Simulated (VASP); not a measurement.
Write the native input for VASP 6.6.1 that does the following.

- Task: single point
- Functional: PBE
- Dispersion: D3(BJ)
- Potentials or basis: VASP PAW PBE potentials, release 64 (Pb_d, S)
- Cutoff: 500 eV
- k mesh: 6 × 6 × 3
- Occupations: gaussian, width 0.05 eV
- Spin: no spin polarisation
- Dipole correction: no
- Further INCAR settings: ALGO = Normal; EDIFF = 1e-06; NBANDS = 28

The structure of PbS lies in POSCAR:

```
PbS
1.0
    0.0000000000     -3.0043750300     -3.0061807900
    0.0000000000      3.0043750300     -3.0061807900
   14.2982770800      0.0000000000      0.0000000000
Pb S
2 2
Direct
    0.7433619700      0.2433619700      0.4935345480
    0.2433619700      0.7433619700      0.2966499628
    0.2356380300      0.7356380300      0.4849166772
    0.7356380300      0.2356380300      0.3052678336
```

These files were run (other wordings do the same):

INCAR

```
  PREC = Accurate
  ENCUT = 500
  EDIFF = 1E-6
  ISMEAR = 0
  SIGMA = 0.05
  LREAL = False
  LASPH = True
  NELM = 120
  ALGO = Normal
  ISIF = 2
  LWAVE = False
  LCHARG = False
  GGA = PE
  IVDW = 12
  NBANDS = 28
  GGA_COMPAT = False
```

KPOINTS

```
regular mesh
0
Gamma
  6 6 3
```

Potentials or basis: VASP PAW PBE potentials, release 64 (Pb_d, S).

Run with:

```bash
$ cat potpaw_PBE.64/Pb_d/POTCAR potpaw_PBE.64/S/POTCAR > POTCAR
$ mpirun -np 1 vasp_std > vasp.out
```

It gave:

| Item | Value |
| --- | --- |
| Largest force | 0.065 eV/Å |
| Band gap on the k mesh | 2.08 eV, indirect (the least direct gap lies 3.0 meV higher) |
| Dispersion energy per atom | -0.224 eV |

Caveat: spin-orbit coupling is left out, which moves the levels of the heavy elements.

Run time: 99 s on 1 thread of Intel(R) Xeon(R) 6975P-C (Granite Rapids), on a shared host, peak memory 0.4 GiB.
